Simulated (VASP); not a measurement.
Wanted: the native input for a VASP 6.6.1 run.

```yaml
Task: single point
Functional: LDA
Potentials_or_basis: VASP PAW LDA potentials, release 64 (La, Sb)
Cutoff: 520 eV
k_mesh: 8 × 8 × 8
Occupations: fermi-dirac, width 0.1 eV
Spin: no spin polarisation
Dipole_correction: no
Further_INCAR_settings: ALGO = Normal; EDIFF = 1e-07; NBANDS = 15
```

The structure of LaSb lies in POSCAR:

```
LaSb
1.0
    0.0000000000      3.1560507411      3.1560507411
    3.1560507411      0.0000000000      3.1560507411
    3.1560507411      3.1560507411      0.0000000000
La Sb
1 1
Direct
    0.0000000000      0.0000000000      0.0000000000
    0.5000000000      0.5000000000      0.5000000000
```

These files were run (other wordings do the same):

INCAR

```
PREC = Accurate ; ENCUT = 520
EDIFF = 1E-7 ; ISMEAR = -1
SIGMA = 0.1 ; LREAL = F
LASPH = T ; NELM = 80
ALGO = Normal ; ISIF = 2
LWAVE = F ; LCHARG = F
NBANDS = 15
```

KPOINTS

```
Automatic mesh
0
Gamma
  8 8 8
```

Potentials or basis: VASP PAW LDA potentials, release 64 (La, Sb).

Run with:

```console
$ cat potpaw_LDA.64/La/POTCAR potpaw_LDA.64/Sb/POTCAR > POTCAR
$ mpirun -np 1 vasp_std > vasp.out
```

Results of the run:

```
Pressure               : 2.8 GPa
Band gap on the k mesh : zero (band 8 reaches 7.60 eV, above the bottom of band 9 at 7.10 eV)
```

Caveat: spin-orbit coupling is left out, which moves the levels of the heavy elements.

It took 34 s on 1 thread of Intel(R) Xeon(R) Platinum 8375C CPU @ 2.90GHz (Ice Lake) (shared host), peak memory 0.2 GiB.
